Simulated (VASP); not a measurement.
Set up this calculation in VASP 6.6.1, as the native input.

| Item | Value |
| --- | --- |
| Task | single point |
| Functional | PBE |
| Potentials or basis | VASP PAW PBE potentials, release 64 (Be, H) |
| Cutoff | 600 eV |
| k mesh | 10 × 10 × 8 |
| Occupations | gaussian, width 0.1 eV |
| Spin | no spin polarisation |
| Dipole correction | no |
| Further INCAR settings | ALGO = Normal; EDIFF = 1e-06; NBANDS = 18 |

The structure of Be4H7 lies in POSCAR:

```
Be4H7
1.0
    2.1657833726     -7.4080515216      0.0000000000
    2.1657833726      7.4080515216      0.0000000000
    0.0000000000      0.0000000000      4.6650196198
Be H
4 7
Direct
    0.0902949138      0.9097050862      0.5000000000
    0.9097050862      0.0902949138      0.5000000000
    0.1916509373      0.8083490627      0.0000000000
    0.8083490627      0.1916509373      0.0000000000
    0.0000000000      0.0000000000      0.5000000000
    0.1330333696      0.8669666304      0.7615328756
    0.1330333696      0.8669666304      0.2384671244
    0.8669666304      0.1330333696      0.7615328756
    0.8669666304      0.1330333696      0.2384671244
    0.0000000000      0.5000000000      0.0000000000
    0.5000000000      0.0000000000      0.0000000000
```

The cell was generated, and may not be a known phase.

The input as run:

INCAR

```
PREC = Accurate ; ENCUT = 600
EDIFF = 1E-6 ; ISMEAR = 0
SIGMA = 0.1 ; LREAL = False
LASPH = True ; NELM = 120
ALGO = Normal ; ISIF = 2
LWAVE = False ; LCHARG = False
GGA = PE ; NBANDS = 18
GGA_COMPAT = False
```

KPOINTS

```
Automatic mesh
0
Gamma
  10 10 8
```

Potentials or basis: VASP PAW PBE potentials, release 64 (Be, H).

Command:

```bash
$ cat potpaw_PBE.64/Be/POTCAR potpaw_PBE.64/H/POTCAR > POTCAR
$ mpirun -np 1 vasp_std > vasp.out
```

It gave:

```
Pressure               : 0.0 GPa
Band gap on the k mesh : zero (an odd number of electrons rules out a gap without spin polarisation)
```

Caveat: an odd number of electrons without spin polarisation forces a metal; a magnetic or distorted state may lie lower.

It took 8.3 min on 1 thread of Oxide Virtual Turin-like Processor, with other jobs on the host, peak memory 0.64 GiB.
